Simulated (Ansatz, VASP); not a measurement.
ZnCu in VASP and in Ansatz

The input INCAR:

```
SYSTEM = ZnCu
PREC = Accurate ; ENCUT = 520
EDIFF = 1E-6 ; ISMEAR = 0
SIGMA = 0.15 ; LREAL = .False.
LASPH = .True. ; NELM = 80
ALGO = Fast ; ISIF = 2
LWAVE = .False. ; LCHARG = .False.
GGA = PS ; NBANDS = 18
```

File KPOINTS:

```
Automatic mesh
0
Gamma
  18 18 18
  0 0 0
```

Contents of POSCAR:

```
ZnCu
1.0
    3.1395012033      0.9155334087      0.9155334087
    0.9155334087      3.1395012033      0.9155334087
    0.9155334087      0.9155334087      3.1395012033
Zn Cu
1 1
Direct
    0.5000000000      0.5000000000      0.5000000000
    0.0000000000      0.0000000000      0.0000000000
```

Input for Ansatz:

```yaml
crystal:
  lattice:
    - [3.1395012033, 0.9155334087, 0.9155334087]
    - [0.9155334087, 3.1395012033, 0.9155334087]
    - [0.9155334087, 0.9155334087, 3.1395012033]
  atoms:
    - { symbol: Zn, position: [0.5, 0.5, 0.5] }
    - { symbol: Cu, position: [0.0, 0.0, 0.0] }
basis:
  ecutwfc: 520.0
kpoints:
  mp_grid: { grid: [18, 18, 18] }
hamiltonian:
  xc: pbesol
  pseudopotentials: { kind: paw }
scf:
  occupations: { method: gaussian, width: 0.15 }
output:
  forces: true
  stress: true
  eigenvalues: true
  write_density: true
  write_potential: true
  elf: true
  volumetric_format: npy
```

Alike in both runs: task single point; functional PBEsol; k mesh 18 × 18 × 18; occupations gaussian, width 0.15 eV; no spin polarisation.

```csv
,VASP,Ansatz
version,VASP 6.6.1,Ansatz 0.2.0
potentials or method,"VASP PAW PBE potentials, release 64 (Zn, Cu), cutoff 520 eV","scalar-relativistic, plane waves, PAW"
valence electrons in the cell,23,31
```

|  | VASP | Ansatz | Ansatz less VASP |
| --- | --- | --- | --- |
| gap on the k mesh at the Fermi level (eV) | none | none | - |
| pressure (GPa) | 20.8 | 20.4 | -0.39 |
| traceless stress, the component that is largest in VASP (GPa) | 3.30 | 3.24 | -0.055 |

VASP's potentials were made for PBE, not for PBEsol. A gap of «none» marks a metal or a gap that the smearing closes. VASP's potentials hold 23 valence electrons a cell and Ansatz's 31, so a difference there can come from the potentials and not from the codes.
